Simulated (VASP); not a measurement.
A run of VASP 6.6.1:

INCAR

```
PREC = Accurate
ENCUT = 520
EDIFF = 1E-7
ISMEAR = -1
SIGMA = 0.05
LREAL = False
LASPH = True
NELM = 60
ALGO = Fast
ISIF = 2
LWAVE = False
LCHARG = True
GGA = CA
LELF = True
LVHAR = True
NBANDS = 21
```

Contents of KPOINTS:

```
Automatic mesh
0
Gamma
  11 11 6
```

File POSCAR:

```
Ru
1.0
    2.7058000000      0.0000000000      0.0000000000
   -1.3529000000      2.3432915376      0.0000000000
    0.0000000000      0.0000000000      4.2819000000
Ru
2
Direct
    0.6666666667      0.3333333333      0.7500000000
    0.3333333333      0.6666666667      0.2500000000
```

Potentials or basis: VASP PAW LDA potentials, release 64 (Ru_pv).

Run with:

```bash
$ cat potpaw_LDA.64/Ru_pv/POTCAR > POTCAR
$ mpirun -np 1 vasp_std > vasp.out
```

Hardware: 1 thread of Intel(R) Xeon(R) 6975P-C (Granite Rapids), with other jobs on the host.

Problem. How long does it take, and how much memory?

Solution. It took 14 s on 1 thread of Intel(R) Xeon(R) 6975P-C (Granite Rapids), on a shared host, peak memory 0.14 GiB. Counts: scf iterations 14, k points 64.
